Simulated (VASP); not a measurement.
Wanted: the native input for a VASP 6.6.1 run.

| Property | Result |
| --- | --- |
| Task | single point |
| Functional | LDA |
| Potentials or basis | VASP PAW LDA potentials, release 64 (Zn, Se) |
| Cutoff | 520 eV |
| k mesh | 10 × 10 × 10 |
| Occupations | gaussian, width 0.05 eV |
| Spin | no spin polarisation |
| Dipole correction | no |
| Further INCAR settings | ALGO = Normal; EDIFF = 1e-06; NBANDS = 16 |

The structure of ZnSe lies in POSCAR:

```
ZnSe
1.0
    0.0000000000      2.6675118849      2.6675118849
    2.6675118849      0.0000000000      2.6675118849
    2.6675118849      2.6675118849      0.0000000000
Zn Se
1 1
Direct
    0.0000000000      0.0000000000      0.0000000000
    0.7500000000      0.7500000000      0.7500000000
```

This cell differs from its parent crystal: volume 18.981 Å^3 an atom, c/a of the conventional cell 1.0000.

These files were run (other wordings do the same):

INCAR

```
SYSTEM = ZnSe
  ALGO = Normal
  EDIFF = 1E-6
  ENCUT = 520
  ISIF = 2
  ISMEAR = 0
  LASPH = .TRUE.
  LCHARG = .TRUE.
  LELF = .TRUE.
  LREAL = .FALSE.
  LVHAR = .TRUE.
  LWAVE = .FALSE.
  NBANDS = 16
  NELM = 100
  PREC = Accurate
  SIGMA = 0.05
```

KPOINTS

```
k-points
0
G
  10 10 10
  0 0 0
```

Potentials or basis: VASP PAW LDA potentials, release 64 (Zn, Se).

Run with:

```console
$ cat potpaw_LDA.64/Zn/POTCAR potpaw_LDA.64/Se/POTCAR > POTCAR
$ mpirun -np 1 vasp_std > vasp.out
```

Results of the run:

* Pressure: 12.9 GPa
* Band gap on the k mesh: 1.86 eV, direct

Run time: 9.9 s on 1 thread of Intel(R) Xeon(R) 6975P-C (Granite Rapids), with other jobs on the host, peak memory 0.15 GiB.
